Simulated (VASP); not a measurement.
A run of VASP 6.6.1 is set up as follows.

Contents of INCAR:

```
SYSTEM = Rb2ScCuCl6
PREC = Accurate ; ENCUT = 520
EDIFF = 1E-6 ; ISMEAR = 0
SIGMA = 0.01 ; LREAL = .False.
LASPH = .True. ; NELM = 100
ALGO = Normal ; ISIF = 2
LWAVE = .False. ; LCHARG = .False.
NBANDS = 52
```

File KPOINTS:

```
regular mesh
0
Gamma
  2 2 2
  0 0 0
```

Contents of POSCAR:

```
Rb2ScCuCl6
1.0
    0.0000000000      5.0815250000      5.0815250000
    5.0815250000      0.0000000000      5.0815250000
    5.0815250000      5.0815250000      0.0000000000
Rb Sc Cu Cl
2 1 1 6
Direct
    0.7500000000      0.7500000000      0.7500000000
    0.2500000000      0.2500000000      0.2500000000
    0.0000000000      0.0000000000      0.0000000000
    0.5000000000      0.5000000000      0.5000000000
    0.7526270000      0.2473730000      0.2473730000
    0.2473730000      0.2473730000      0.7526270000
    0.2473730000      0.7526270000      0.7526270000
    0.2473730000      0.7526270000      0.2473730000
    0.7526270000      0.2473730000      0.7526270000
    0.7526270000      0.7526270000      0.2473730000
```

Potentials or basis: VASP PAW LDA potentials, release 64 (Rb_sv, Sc_sv, Cu, Cl).

Command:

```console
$ cat potpaw_LDA.64/Rb_sv/POTCAR potpaw_LDA.64/Sc_sv/POTCAR potpaw_LDA.64/Cu/POTCAR potpaw_LDA.64/Cl/POTCAR > POTCAR
$ mpirun -np 1 vasp_std > vasp.out
```

(1) Predict the pressure.

(2) What does it give for the largest force?

Results:

(1) -4.1 GPa.

(2) 0.015 eV/Å.

Caveat: the k points lie up to 0.54 Å⁻¹ apart.
